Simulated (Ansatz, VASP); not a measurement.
## KCl: VASP beside Ansatz

INCAR

```
SYSTEM = KCl
ALGO     = Normal         ! electronic algorithm
EDIFF    = 1E-7           ! SCF threshold, eV
ENCUT    = 520            ! plane-wave cutoff, eV
GGA      = PE             ! functional
ISIF     = 2              ! what is computed and relaxed
ISMEAR   = 0              ! smearing method
LASPH    = .TRUE.         ! aspherical terms in the spheres
LCHARG   = .FALSE.        ! write CHGCAR
LREAL    = .FALSE.        ! projectors in reciprocal space
LWAVE    = .FALSE.        ! write WAVECAR
NBANDS   = 15             ! bands
NELM     = 100            ! most SCF steps
PREC     = Accurate       ! precision mode
SIGMA    = 0.02           ! smearing width, eV
```

KPOINTS

```
k-points
0
G
  6 6 6
  0 0 0
```

The input POSCAR:

```
KCl
1.0
    3.8818494676      0.0000000000      0.0000000000
    0.0000000000      3.8818494676      0.0000000000
    0.0000000000      0.0000000000      3.8818494676
K Cl
1 1
Direct
    0.0000000000      0.0000000000      0.0000000000
    0.5000000000      0.5000000000      0.5000000000
```

Input for Ansatz:

```yaml
crystal:
  lattice:
    - [3.8818494676, 0.0, 0.0]
    - [0.0, 3.8818494676, 0.0]
    - [0.0, 0.0, 3.8818494676]
  atoms:
    - { symbol: K, position: [0.0, 0.0, 0.0] }
    - { symbol: Cl, position: [0.5, 0.5, 0.5] }
basis:
  ecutwfc: 420
kpoints:
  mp_grid: { grid: [6, 6, 6] }
hamiltonian:
  xc: pbe
scf:
  occupations: { method: gaussian, width: 0.02 }
output:
  forces: true
  stress: true
  eigenvalues: true
  populations: true
```

Alike in both runs: task single point; functional PBE; k mesh 6 × 6 × 6; occupations gaussian, width 0.02 eV; no spin polarisation.

```csv
,VASP,Ansatz
version,VASP 6.6.1,Ansatz 0.2.0
potentials or method,"VASP PAW PBE potentials, release 64 (K_sv, Cl), cutoff 520 eV","scalar-relativistic, plane waves, PAW"
valence electrons in the cell,16,16
```

```tsv
	VASP	Ansatz	Ansatz less VASP
gap on the k mesh at the Fermi level (eV)	4.66	4.66	+0.001
least direct gap on the mesh (eV)	4.86	4.86	0.000
pressure (GPa)	-0.6	-0.6	0.00
```
